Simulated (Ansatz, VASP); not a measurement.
WC in VASP and in Ansatz

File INCAR:

```
SYSTEM = WC
PREC     = Accurate       ! precision mode
ENCUT    = 520            ! plane-wave cutoff, eV
EDIFF    = 1E-7           ! SCF threshold, eV
ISMEAR   = 0              ! smearing method
SIGMA    = 0.15           ! smearing width, eV
LREAL    = .FALSE.        ! projectors in reciprocal space
LASPH    = .TRUE.         ! aspherical terms in the spheres
NELM     = 80             ! most SCF steps
ALGO     = Normal         ! electronic algorithm
ISIF     = 2              ! what is computed and relaxed
LWAVE    = .FALSE.        ! write WAVECAR
LCHARG   = .FALSE.        ! write CHGCAR
GGA      = PE             ! functional
NBANDS   = 16             ! bands
```

Contents of KPOINTS:

```
regular mesh
0
G
  18 18 16
  0 0 0
```

Contents of POSCAR:

```
WC
1.0
    2.6684613211      0.0000000000      0.0000000000
   -1.3342306606      2.3109552931      0.0000000000
    0.0000000000      0.0000000000      2.7158400000
W C
1 1
Direct
    0.0000000000      0.0000000000      0.0000000000
    0.6666666667      0.3333333333      0.5000000000
```

Input for Ansatz:

```yaml
crystal:
  lattice:
    - [2.6684613211, 0.0, 0.0]
    - [-1.3342306606, 2.3109552931, 0.0]
    - [0.0, 0.0, 2.71584]
  atoms:
    - { symbol: W, position: [0.0, 0.0, 0.0] }
    - { symbol: C, position: [0.6666666667, 0.3333333333, 0.5] }
basis:
  ecutwfc: 420
kpoints:
  mp_grid: { grid: [18, 18, 16] }
hamiltonian:
  xc: pbe
scf:
  occupations: { method: gaussian, width: 0.15 }
output:
  forces: true
  stress: true
  eigenvalues: true
  write_density: true
  write_potential: true
  elf: true
  volumetric_format: npy
```

Change from the starting cell: strain -0.080 along x and y, -0.040 along z, atoms carried along.

Alike in both runs: task single point; functional PBE; k mesh 18 × 18 × 16; occupations gaussian, width 0.15 eV; no spin polarisation.

```csv
,VASP,Ansatz
version,VASP 6.6.1,Ansatz 0.2.0
potentials or method,"VASP PAW PBE potentials, release 64 (W_sv, C), cutoff 520 eV","scalar-relativistic, plane waves, PAW"
valence electrons in the cell,18,18
```

VASP gave:

- gap on the k mesh at the Fermi level (eV): none
- pressure (GPa): 143.1
- traceless stress, the component that is largest in VASP (GPa): -19.44

Problem. Estimate Ansatz's values.

Solution. gap on the k mesh at the Fermi level (eV): none; pressure (GPa): 139.8; traceless stress, the component that is largest in VASP (GPa): -19.64.

A gap of «none» marks a metal or a gap that the smearing closes. Both programs put the cell under a high pressure, so it lies far from rest at this level. With one functional, cell and mesh, what is left measures potentials, basis and numerics.

Neither program's run includes spin-orbit coupling. Noted on VASP's run: the cell as given lies far from equilibrium.
